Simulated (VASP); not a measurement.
# Te2Mo (P6_3/mmc) in VASP: a series of runs

Runs on Te2Mo. Level: r2SCAN+D3(BJ). Tasks: relaxation of shape and atoms at fixed volume.

Program: VASP 6.6.1. These are calculated values, not measurements. Logs are shortened: lines on timing, memory, paths and dates and some standing lists are left out, and cuts for length are marked.

**1. The cell of the first run**

The structure is hexagonal, space group P6_3/mmc (No. 194). The conventional cell has a = 3.490 Å, b = 3.490 Å, c = 13.915 Å, α = 90.00°, β = 90.00°, γ = 120.00°. Within 3.6 Å of Te (site symmetry 3m) lie 3 Mo at 2.68 Å and 7 Te at 3.49 to 3.54 Å. Within 3.5 Å of Mo (site symmetry -6m2) lie 6 Te at 2.68 Å and 6 Mo at 3.49 Å.

**2. Relaxation of shape and atoms at fixed volume, r2SCAN+D3(BJ) (24.46 Å³/atom)**

The input, POSCAR:

```
Te2Mo
1.0
    3.4898239548      0.0000000000      0.0000000000
   -1.7449119774      3.0222761996      0.0000000000
    0.0000000000      0.0000000000     13.9151093834
Te Mo
4 2
Direct
    0.3333333333      0.6666666667      0.6228877218
    0.6666666667      0.3333333333      0.1228877218
    0.3333333333      0.6666666667      0.8771122782
    0.6666666667      0.3333333333      0.3771122782
    0.3333333333      0.6666666667      0.2500000000
    0.6666666667      0.3333333333      0.7500000000
```

The input, INCAR.step1:

```
  PREC = Accurate
  ENCUT = 600
  ISMEAR = 0
  SIGMA = 0.05
  LREAL = F
  LASPH = T
  NELM = 100
  GGA = PE
  ALGO = Normal
  EDIFF = 1E-4
  LWAVE = T
  LCHARG = F
```

The input, INCAR.step2:

```
  PREC = Accurate
  ENCUT = 600
  EDIFF = 1E-7
  ISMEAR = 0
  SIGMA = 0.05
  LREAL = F
  LASPH = T
  NELM = 100
  ALGO = Normal
  ISIF = 4
  LWAVE = F
  LCHARG = F
  METAGGA = R2SCAN
  LMIXTAU = T
  IVDW = 12
  IBRION = 2
  NSW = 60
  EDIFFG = -0.01
  VDW_S6 = 1.0
  VDW_S8 = 0.78981345
  VDW_A1 = 0.49484001
  VDW_A2 = 5.73083694
  ISTART = 1
```

The input, KPOINTS:

```
regular mesh
0
Gamma
  10 10 2
```

Potentials or basis: VASP PAW PBE potentials, release 64 (Te, Mo_sv).

Launch:

```
$ cat potpaw_PBE.64/Te/POTCAR potpaw_PBE.64/Mo_sv/POTCAR > POTCAR
$ cp INCAR.step1 INCAR
$ mpirun -np 1 vasp_std > vasp.out
$ cp INCAR.step2 INCAR
$ mpirun -np 1 vasp_std > vasp.out
```

OUTCAR:

```text
PREC = Accurate
   ENCUT = 600
   EDIFF = 1E-7
   ISMEAR = 0
   LREAL = F
   LASPH = T
   NELM = 100
   ISIF = 4
   METAGGA = R2SCAN
   IVDW = 12
   IBRION = 2
   NSW = 60
   EDIFFG = -0.01
   ISTART = 1
 IVDW          = 12

 ion  position               nearest neighbor table
   1  0.333  0.667  0.623-   6 2.68   6 2.68   6 2.68   3 3.54
   2  0.667  0.333  0.123-   5 2.68   5 2.68   5 2.68   4 3.54
   3  0.333  0.667  0.877-   6 2.68   6 2.68   6 2.68   1 3.54
   4  0.667  0.333  0.377-   5 2.68   5 2.68   5 2.68   2 3.54
   5  0.333  0.667  0.250-   2 2.68   4 2.68   2 2.68   4 2.68   2 2.68   4 2.68
   6  0.667  0.333  0.750-   1 2.68   3 2.68   1 2.68   3 2.68   1 2.68   3 2.68

  LATTYP: Found a hexagonal cell.
 ALAT       =     3.4898239548
 C/A-ratio  =     3.9873384915

  Lattice vectors:

 A1 = (   3.4898239548,   0.0000000000,   0.0000000000)
 A2 = (  -1.7449119774,   3.0222761996,   0.0000000000)
 A3 = (   0.0000000000,   0.0000000000,  13.9151093834)

Analysis of symmetry for initial positions (statically):
=====================================================================
 Subroutine PRICEL returns:
 Original cell was already a primitive cell.

 Routine SETGRP: Setting up the symmetry group for a
 hexagonal supercell.

 Subroutine GETGRP returns: Found 24 space group operations
 (whereof 12 operations were pure point group operations)
 out of a pool of 24 trial point group operations.

The static configuration has the point symmetry D_3d.
 The point group associated with its full space group is D_6h.

Analysis of symmetry for dynamics (positions and initial velocities):
=====================================================================
 Subroutine PRICEL returns:
 Original cell was already a primitive cell.

 Routine SETGRP: Setting up the symmetry group for a
 hexagonal supercell.

 Subroutine GETGRP returns: Found 24 space group operations
 (whereof 12 operations were pure point group operations)
 out of a pool of 24 trial point group operations.

The dynamic configuration has the point symmetry D_3d.
 The point group associated with its full space group is D_6h.

 Subroutine INISYM returns: Found 24 space group operations
 (whereof 12 operations are pure point group operations),
 and found     1 'primitive' translations

----------------------------------------------------------------------------------------

                                     Primitive cell

  volume of cell :     146.7656

  direct lattice vectors                    reciprocal lattice vectors
     3.489823955  0.000000000  0.000000000     0.286547406  0.165438222  0.000000000
[... 80 lines left out ...]
   dimension x,y,z NGXF=    56 NGYF=   56 NGZF=  224
   ions per type =               4   2
   NGX,Y,Z   is equivalent  to a cutoff of  13.34, 13.34, 13.38 a.u.
   NGXF,Y,Z  is equivalent  to a cutoff of  26.68, 26.68, 26.76 a.u.
 SYSTEM =  unknown system
   PREC   = accura    normal or accurate (medium, high low for compatibility)
   ISTART =      1    job   : 0-new  1-cont  2-samecut
   ICHARG =      0    charge: 1-file 2-atom 10-const
   ISPIN  =      1    spin polarized calculation?
   LNONCOLLINEAR =      F non collinear calculations
   LSORBIT =      F    spin-orbit coupling
   LASPH  =      T    aspherical Exc in radial PAW
   ENCUT  =  600.0 eV  44.10 Ry    6.64 a.u.   6.97  6.97 27.79*2*pi/ulx,y,z
   NELM   =    100;   NELMIN=  2; NELMDL=  0     # of ELM steps
   EDIFF  = 0.1E-06   stopping-criterion for ELM
   LREAL  =      F    real-space projection
   EDIFFG = -.1E-01   stopping-criterion for IOM
   NSW    =     60    number of steps for IOM
   IBRION =      2    ionic relax: 0-MD 1-quasi-New 2-CG
   NFREE  =      1    steps in history (QN), initial steepest desc. (CG)
   ISIF   =      4    stress and relaxation
   ISYM   =      2    0-nonsym 1-usesym 2-fastsym
   POTIM  = 0.5000    time-step for ionic-motion
   TEBEG  =    0.0;   TEEND  =   0.0 temperature during run
   PSTRESS=    0.0 pullay stress
   NELECT =      52.0000    total number of electrons
   NUPDOWN=      -1.0000    fix difference up-down
   EMIN   =  10.00;   EMAX   =-10.00  energy-range for DOS
   EFERMI =   0.00;   METHOD = LEGACY
   ISMEAR =     0;   SIGMA  =   0.05  broadening in eV -4-tet -1-fermi 0-gaus
   EFERMI_NEDOS =   21; number of points for ismear=-14 and -15
   IALGO  =     38    algorithm
   IMIX   =      4    mixing-type and parameters
     AMIX     =   0.40;   BMIX     =  1.00
     AMIX_MAG =   1.60;   BMIX_MAG =  1.00
  volume/ion in A,a.u.               =      24.46       165.07
  Fermi-wavevector in a.u.,A,eV,Ry     =   1.158425  2.189105 18.258311  1.341948
  Thomas-Fermi vector in A             =   2.295027
   LORBIT       =      0    0 simple, 1 ext, 2 COOP (PROOUT), +10 PAW based schemes
   METAGGA = R2SCAN    functional components
   LHFCALC =     F    Hartree Fock is set to
   AEXX    =    0.0000 exact exchange contribution
   IVDW    =    12    specifies the selected vdW correction
   LEPSILON=     F    determine dielectric tensor
   LRPA    =     F    only Hartree local field effects (RPA)
 conjugate gradient relaxation of ions
 non-spin polarized calculation
 Gauss-broadening in eV      SIGMA  =   0.05
  energy-cutoff  :      600.00
  volume of cell :      146.77
 maximum number of plane-waves:      4934
 NGX is ok and might be reduce to    28
   NGX = 13   NGY = 13   NGZ = 55

--------------------------------------- Ionic step        1  -------------------------------------------

 number of electron      52.0000001 magnetization

 Free energy of the ion-electron system (eV)
  ---------------------------------------------------
  ext. energy  EPLUGINS =         0.00000000
  ---------------------------------------------------
  free energy    TOTEN  =      -155.47431407 eV

  energy without entropy =     -155.47431407  energy(sigma->0) =     -155.47431407

------------------------ aborting loop because EDIFF is reached ----------------------------------------

 Edisp (eV)   -1.54184

 E8    (eV) :    -0.5620
[... 167 lines left out ...]
--------------------------------------- Ionic step        5  -------------------------------------------

 number of electron      51.9999999 magnetization

 Free energy of the ion-electron system (eV)
  ---------------------------------------------------
  ext. energy  EPLUGINS =         0.00000000
  ---------------------------------------------------
  free energy    TOTEN  =      -155.52999391 eV

  energy without entropy =     -155.52999391  energy(sigma->0) =     -155.52999391

 E-fermi :   8.6155     XC(G=0): -11.1529

 val. band max:        8.4154515948   @ k =   0.0000   0.0000   0.0000
 cond. band min:       9.1431531660   @ k =   0.2000   0.2000   0.0000
 fundamental gap:      0.7277015713
 Fermi energy:         8.6155439548

 k-point     1 :       0.0000    0.0000    0.0000
  band No.  band energies     occupation
      1     -54.4272      2.00000
      2     -54.4272      2.00000
      3     -27.8775      2.00000
      4     -27.8775      2.00000
      5     -27.7514      2.00000
      6     -27.7514      2.00000
[... 805 lines left out ...]
     30      10.0947      0.00000
     31      11.2945      0.00000

 [... further k-points ...]

------------------------ aborting loop because EDIFF is reached ----------------------------------------

 Edisp (eV)   -1.54309

 E8    (eV) :    -0.5627
[... 29 lines left out ...]
  FREE ENERGIE OF THE ION-ELECTRON SYSTEM (eV)
  ---------------------------------------------------
  free  energy   TOTEN  =      -157.0730826121 eV

  energy  without entropy=     -157.0730826121  energy(sigma->0) =     -157.07308261

 reached required accuracy - stopping structural energy minimisation
```

OUTCAR.step1:

```text
PREC = Accurate
   ENCUT = 600
   ISMEAR = 0
   LREAL = F
[... 1056 lines left out ...]
     -0.00000      2.01485     12.20511        -0.000000      0.000000      0.861978
      1.74491      1.00743      5.24756         0.000000      0.000000      0.861978
     -0.00000      2.01485      3.47878        -0.000000     -0.000000     -0.000000
      1.74491      1.00743     10.43633         0.000000      0.000000     -0.000000
 -----------------------------------------------------------------------------------
    total drift:                               -0.000000      0.000000     -0.000000

  FREE ENERGIE OF THE ION-ELECTRON SYSTEM (eV)
  ---------------------------------------------------
  free  energy   TOTEN  =       -35.8448065557 eV

  energy  without entropy=      -35.8448065557  energy(sigma->0) =      -35.84480656
```

OSZICAR.step1:

```text
N       E                     dE             d eps       ncg     rms          rms(c)
DAV:   1     0.451052566440E+03    0.45105E+03   -0.29147E+04  1976   0.169E+03
DAV:   2    -0.112107313429E+02   -0.46226E+03   -0.45321E+03  2143   0.369E+02
DAV:   3    -0.363376285812E+02   -0.25127E+02   -0.24635E+02  2193   0.730E+01
DAV:   4    -0.370056815050E+02   -0.66805E+00   -0.66529E+00  2165   0.116E+01
DAV:   5    -0.370243595943E+02   -0.18678E-01   -0.18670E-01  2290   0.199E+00    0.234E+01
DAV:   6    -0.362425454938E+02    0.78181E+00   -0.70540E+00  2080   0.137E+01    0.938E+00
DAV:   7    -0.362031363942E+02    0.39409E-01   -0.67783E+00  1900   0.105E+01    0.630E+00
DAV:   8    -0.358467525882E+02    0.35638E+00   -0.15225E+00  2079   0.578E+00    0.310E+00
DAV:   9    -0.358501663320E+02   -0.34137E-02   -0.24491E-01  2306   0.220E+00    0.131E+00
DAV:  10    -0.358445707919E+02    0.55955E-02   -0.41392E-02  2203   0.105E+00    0.310E-01
DAV:  11    -0.358448732236E+02   -0.30243E-03   -0.21233E-03  2082   0.233E-01    0.272E-01
DAV:  12    -0.358448065557E+02    0.66668E-04   -0.42110E-04  1815   0.871E-02
   1 F= -.35844807E+02 E0= -.35844807E+02  d E =-.222414E-20
```

Run time: 43 min. Hardware: 1 thread of Oxide Virtual Turin-like, shared host; peak memory 0.38 GiB.

What came out:

```
Free energy                  : -157.0731 eV
Energy gained by relaxing    : 9.5 meV/atom
Ionic steps                  : 5
Pressure after relaxing      : 1.7 GPa
Largest force after relaxing : 0.009 eV/Å
Band gap on the k mesh       : 0.73 eV (least direct gap 1.24 eV)
Dispersion energy per atom   : -0.257 eV
```

Forces on the atoms (eV/Å):
```
Te   0.000  0.000 -0.009
Te   0.000  0.000 -0.009
Te   0.000  0.000  0.009
Te   0.000  0.000  0.009
Mo   0.000  0.000  0.000
Mo   0.000  0.000  0.000
```

Step by step:
| step | energy change (eV) | largest force (eV/Å) | pressure (GPa) | volume (Å³) |
| --- | --- | --- | --- | --- |
| 1 | 0.0000 | 0.6427 | 4.62 | 146.77 |
| 2 | -0.0400 | 0.0426 | 2.40 | 146.77 |
| 3 | -0.0402 | 0.0766 | 2.53 | 146.77 |
| 4 | -0.0516 | 0.0486 | 2.18 | 146.77 |
| 5 | -0.0569 | 0.0089 | 1.73 | 146.77 |

Final structure:
```
Te Mo
1.0
     3.51028    0.00000    0.00000
    -1.75514    3.03999    0.00000
     0.00000    0.00000   13.75342
Te Mo
4 2
Direct
  0.33333 0.66667 0.61931
  0.66667 0.33333 0.11931
  0.33333 0.66667 0.88069
  0.66667 0.33333 0.38069
  0.33333 0.66667 0.25000
  0.66667 0.33333 0.75000
```

Levels at points of the mesh, in eV from the valence-band top:
| k point | band 23 | band 24 | band 25 | band 26 | band 27 | band 28 | band 29 | band 30 |
| --- | --- | --- | --- | --- | --- | --- | --- | --- |
| (0.00, 0.00, 0.00) | -1.20 | -1.17 | -0.31 | 0.00 | 2.95 | 2.95 | 3.11 | 3.11 |
| (0.50, 0.00, 0.00) | -1.16 | -1.09 | -0.83 | -0.48 | 1.28 | 1.35 | 1.51 | 1.87 |
| (0.00, 0.00, 0.50) | -1.22 | -1.22 | -0.08 | -0.08 | 2.99 | 2.99 | 2.99 | 2.99 |
| (0.50, 0.00, 0.50) | -1.10 | -1.10 | -0.65 | -0.65 | 1.31 | 1.31 | 1.71 | 1.71 |

Caveat: the PAW data sets were made with another functional, which shifts forces and pressure a little; spin-orbit coupling is left out, which moves the levels of the heavy elements. r2SCAN opens gaps a little over a GGA but as a rule still falls short of measured ones.

**3. Relaxation of shape and atoms at fixed volume, r2SCAN+D3(BJ) (21.40 Å³/atom)**

This run uses another cell than the first one, of 21.40 Å³/atom.

The input, POSCAR:

```
Te2Mo
1.0
    3.3769726985      0.0000000000      0.0000000000
   -1.6884863493      2.9245441448      0.0000000000
    0.0000000000      0.0000000000     13.0030914607
Te Mo
4 2
Direct
    0.3333333333      0.6666666667      0.6132606094
    0.6666666667      0.3333333333      0.1132606094
    0.3333333333      0.6666666667      0.8867393906
    0.6666666667      0.3333333333      0.3867393906
    0.3333333333      0.6666666667      0.2500000000
    0.6666666667      0.3333333333      0.7500000000
```

The input, INCAR.step1:

```
PREC = Accurate ; ENCUT = 600
ISMEAR = 0 ; SIGMA = 0.05
LREAL = False ; LASPH = True
NELM = 100 ; GGA = PE
ALGO = Normal ; EDIFF = 1E-4
LWAVE = True ; LCHARG = False
KPAR = 4
```

The input, INCAR.step2:

```
PREC = Accurate ; ENCUT = 600
EDIFF = 1E-6 ; ISMEAR = 0
SIGMA = 0.05 ; LREAL = False
LASPH = True ; NELM = 100
ALGO = Normal ; ISIF = 4
LWAVE = False ; LCHARG = False
METAGGA = R2SCAN ; LMIXTAU = True
IVDW = 12 ; VDW_S6 = 1.0
VDW_S8 = 0.78981345 ; VDW_A1 = 0.49484001
VDW_A2 = 5.73083694 ; IBRION = 2
NSW = 60 ; EDIFFG = -0.01
ISTART = 1 ; KPAR = 4
```

The input, KPOINTS:

```
regular mesh
0
Gamma
  10 10 4
```

Potentials or basis: VASP PAW PBE potentials, release 64 (Te, Mo_sv).

Launch:

```
$ cat potpaw_PBE.64/Te/POTCAR potpaw_PBE.64/Mo_sv/POTCAR > POTCAR
$ cp INCAR.step1 INCAR
$ mpirun -np 4 vasp_std > vasp.out
$ cp INCAR.step2 INCAR
$ mpirun -np 4 vasp_std > vasp.out
```

Wall time 34 min (4 MPI ranks of Oxide Virtual Turin-like, shared host); peak memory 0.42 GiB.

The run converged. Its results:

| Property | Result |
| --- | --- |
| Free energy | -156.3590 eV |
| Energy gained by relaxing | 9.3 meV/atom |
| Ionic steps | 5 |
| Pressure after relaxing | 12.3 GPa |
| Largest force after relaxing | 0.004 eV/Å |
| Band gap on the k mesh | 0.20 eV (least direct gap 0.87 eV) |
| Dispersion energy per atom | -0.295 eV |

Forces on the atoms (eV/Å):
```
Te   0.000  0.000 -0.004
Te   0.000  0.000 -0.004
Te   0.000  0.000  0.004
Te   0.000  0.000  0.004
Mo   0.000  0.000  0.000
Mo   0.000  0.000  0.000
```

The path:
```tsv
step	energy change (eV)	largest force (eV/Å)	pressure (GPa)	volume (Å³)
1	0.0000	0.7484	15.15	128.42
2	-0.0453	0.0855	12.02	128.42
3	-0.0483	0.0756	12.63	128.42
4	-0.0547	0.0315	12.41	128.42
5	-0.0557	0.0037	12.30	128.42
```

Final structure:
```yaml
crystal:
  lattice:
    - [3.38101, 0.00000, 0.00000]
    - [-1.69051, 2.92804, 0.00000]
    - [0.00000, 0.00000, 12.97202]
  atoms:
    - { symbol: Te, position: [0.33333, 0.66667, 0.61027] }
    - { symbol: Te, position: [0.66667, 0.33333, 0.11027] }
    - { symbol: Te, position: [0.33333, 0.66667, 0.88973] }
    - { symbol: Te, position: [0.66667, 0.33333, 0.38973] }
    - { symbol: Mo, position: [0.33333, 0.66667, 0.25000] }
    - { symbol: Mo, position: [0.66667, 0.33333, 0.75000] }
```

Levels at points of the mesh, in eV from the valence-band top:
| k point | band 24 | band 25 | band 26 | band 27 | band 28 | band 29 |
| --- | --- | --- | --- | --- | --- | --- |
| (0.00, 0.00, 0.00) | -1.39 | -0.14 | -0.03 | 2.88 | 2.88 | 3.05 |
| (0.50, 0.00, 0.00) | -1.65 | -1.20 | -0.39 | 1.22 | 1.27 | 1.33 |
| (0.00, 0.00, 0.50) | -1.44 | -0.10 | -0.10 | 2.92 | 2.92 | 2.92 |
| (0.50, 0.00, 0.50) | -1.63 | -0.81 | -0.81 | 1.25 | 1.25 | 1.62 |

Caveat: the PAW data sets were made with another functional, which shifts forces and pressure a little; spin-orbit coupling is left out, which moves the levels of the heavy elements. A k mesh can miss the band edges.
